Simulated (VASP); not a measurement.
Here is a VASP 6.6.1 calculation.

INCAR

```
PREC = Accurate
ENCUT = 520
EDIFF = 1E-7
ISMEAR = -1
SIGMA = 0.02
LREAL = Auto
LASPH = T
NELM = 60
ALGO = Normal
ISIF = 2
LWAVE = F
LCHARG = F
GGA = PE
NBANDS = 60
```

The input KPOINTS:

```
Automatic mesh
0
Gamma
  1 1 1
```

Contents of POSCAR:

```
H16SO10
1.0
    6.7968840000      0.0000000000      0.0000000000
    0.0000000000      6.7968840000      0.0000000000
    0.0000000000      0.0000000000      6.7968840000
O H S
10 16 1
Direct
    0.4179120903      1.0336942634      0.3352124297
    1.0257347337      0.0341627134      0.0562757876
    0.3482919526      0.1326637324      0.9030461606
    0.0819493168      0.8526701353      0.5706291295
    1.0589999770      0.3568399873      0.7492992377
    0.5716590132      0.5687164883      0.2471720865
    0.2924869690      0.4693915624      0.4052739461
    0.8575400139      0.6594492417     -0.0148156126
    0.6297738787      1.0115223388      0.6923466694
    0.3982560244      0.7769295460      0.8043833027
    0.2769357253      0.9801403114      0.3595176849
    0.4965657793      0.9988989072      0.4673023697
    1.0429190788     -0.0185379065     -0.0755787505
    1.0041954519     -0.0867750575      0.1184071995
    0.2376971565      0.1166269720      1.0317374844
    0.4066127949      0.2570442573      0.9118737351
   -0.0211273283      0.7581709501      0.5324792949
    0.1774489604      0.7868605673      0.6576395890
    1.1688738545      0.3917971824      0.6787374921
    0.9856281202      0.2683141275      0.6520487918
    0.5757196974      0.7180790492      0.2335187712
    0.4354936762      0.5138384001      0.2750083715
    0.1476411838      0.5068057657      0.3794091528
    0.3147618821      0.3163067076      0.3743185848
    0.9375031264      0.5775882007     -0.0988688346
    0.7853304544      0.5459707713      0.0668835896
    0.5437050272      0.9136098247      0.8697662046
```

Potentials or basis: VASP PAW PBE potentials, release 64 (O, H, S).

Run with:

```bash
$ cat potpaw_PBE.64/O/POTCAR potpaw_PBE.64/H/POTCAR potpaw_PBE.64/S/POTCAR > POTCAR
$ mpirun -np 1 vasp_gam > vasp.out
```

Question: Predict the pressure.

Answer: -0.3 GPa.

Question: Estimate the band gap on the k mesh.

Answer: 3.83 eV.

Question: What does it give for the largest force?

Answer: 4.382 eV/Å.

Stress tensor (GPa, compression positive):
```
 1.12  1.33 -2.23
 1.33 -0.81 -0.92
-2.23 -0.92 -1.13
```

Caveat: the k points lie up to 0.92 Å⁻¹ apart.
